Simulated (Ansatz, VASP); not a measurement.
Two plane-wave programs on Co

```
Co
1.0
     2.46965    0.00000    0.00000
    -1.23482    2.13878    0.00000
     0.00000    0.00000    4.01951
Co
2
Direct
  0.33333 0.66667 0.25000
  0.66667 0.33333 0.75000
```

Alike in both runs: functional r2SCAN; k mesh 21 × 21 × 10; occupations gaussian, width 0.1 eV; collinear spin.

Ansatz relaxed the structure, and its values are those at the end. VASP's run is a single point on that final structure, the one shown.

```csv
,VASP,Ansatz
version,VASP 6.6.1,Ansatz 0.2.0
potentials or method,"VASP PAW PBE potentials, release 64 (Co), cutoff 520 eV","scalar-relativistic, plane waves, PAW"
valence electrons in the cell,18,34
```

|  | VASP | Ansatz | Ansatz less VASP |
| --- | --- | --- | --- |
| gap on the k mesh at the Fermi level (eV) | none | none | - |
| pressure (GPa) | -0.1 | 0.0 | +0.07 |
| net moment per atom (μB) | 1.73 | 1.74 | +0.007 |
| size of the moment on the site where the two differ most (μB) | 1.79 | 1.88 | +0.085 |

VASP's potentials were made for PBE, not for r2SCAN. Site moments also hang on the region over which each program counts them. A gap of «none» marks a metal or a gap that the smearing closes. VASP's potentials hold 18 valence electrons a cell and Ansatz's 34, so a difference there can come from the potentials and not from the codes.
